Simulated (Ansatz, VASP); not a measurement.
# H2Rh in VASP and in Ansatz

```
H Rh
1.0
     3.97925    0.00000    0.00000
     0.00000    3.97925    0.00000
     0.00000    0.00000    2.85879
H Rh
4 2
Direct
  0.31080 0.31080 0.00000
  0.18920 0.81080 0.50000
  0.68920 0.68920 0.00000
  0.81080 0.18920 0.50000
  0.00000 0.00000 0.00000
  0.50000 0.50000 0.50000
```

Alike in both runs: functional PBE; k mesh 4 × 4 × 6; occupations gaussian, width 0.1 eV; no spin polarisation.

Ansatz relaxed the structure, and its values are those at the end. VASP's run is a single point on that final structure, the one shown.

|  | VASP | Ansatz |
| --- | --- | --- |
| version | VASP 6.6.1 | Ansatz 0.2.0 |
| potentials or method | VASP PAW PBE potentials, release 64 (H, Rh_pv), cutoff 520 eV | scalar-relativistic, plane waves, PAW |
| valence electrons in the cell | 34 | 38 |

|  | VASP | Ansatz | Ansatz less VASP |
| --- | --- | --- | --- |
| gap on the k mesh at the Fermi level (eV) | none | none | - |
| pressure (GPa) | -0.1 | -0.1 | +0.02 |

A gap of «none» marks a metal or a gap that the smearing closes. The functional is the same, so the differences come from potentials, cutoffs and numerics. VASP's potentials hold 34 valence electrons a cell and Ansatz's 38, so a difference there can come from the potentials and not from the codes.

The k mesh is coarse, so the values compare programs but aren't converged.
